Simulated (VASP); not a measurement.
Input of a VASP 6.6.1 run:

File INCAR:

```
  PREC = Accurate
  ENCUT = 520
  EDIFF = 1E-7
  ISMEAR = 0
  SIGMA = 0.1
  LREAL = False
  LASPH = True
  NELM = 80
  ALGO = Normal
  ISIF = 2
  LWAVE = False
  LCHARG = True
  GGA = PE
  LELF = True
  LVHAR = True
  NBANDS = 59
```

The input KPOINTS:

```
Automatic mesh
0
Gamma
  4 4 4
```

Contents of POSCAR:

```
HfZr3S8
1.0
    5.8522736900     -3.5760147800      0.0000000000
    5.8522736900      3.5760147800      0.0000000000
    0.0000000000      0.0000000000      6.1938392900
Zr Hf S
3 1 8
Direct
    0.7500000000      0.2500000000      0.0000000000
    0.2500000000      0.7500000000      0.0000000000
    0.5000000000      0.5000000000      0.5000000000
    0.0000000000      0.0000000000      0.5000000000
    0.3810450100      0.3810450100      0.1666666700
    0.6310450100      0.1310450100      0.6666666700
    0.8810450100      0.8810450100      0.1666666700
    0.1310450100      0.6310450100      0.6666666700
    0.1189549900      0.1189549900      0.8333333300
    0.3689549900      0.8689549900      0.3333333300
    0.6189549900      0.6189549900      0.8333333300
    0.8689549900      0.3689549900      0.3333333300
```

Potentials or basis: VASP PAW PBE potentials, release 64 (Zr_sv, Hf_pv, S).

Command:

```sh
$ cat potpaw_PBE.64/Zr_sv/POTCAR potpaw_PBE.64/Hf_pv/POTCAR potpaw_PBE.64/S/POTCAR > POTCAR
$ mpirun -np 1 vasp_std > vasp.out
```

(1) What does it give for the pressure?

(2) What does it give for the band gap on the k mesh?

(3) Estimate the largest force.

Results:

(1) 10.1 GPa.

(2) 0.97 eV, indirect (least direct gap 1.15 eV).

(3) 1.280 eV/Å.

Caveat: spin-orbit coupling is left out, which moves the levels of the heavy elements; forces of over 1 eV/Å act on the atoms, so gaps and moduli don't describe the material at rest.
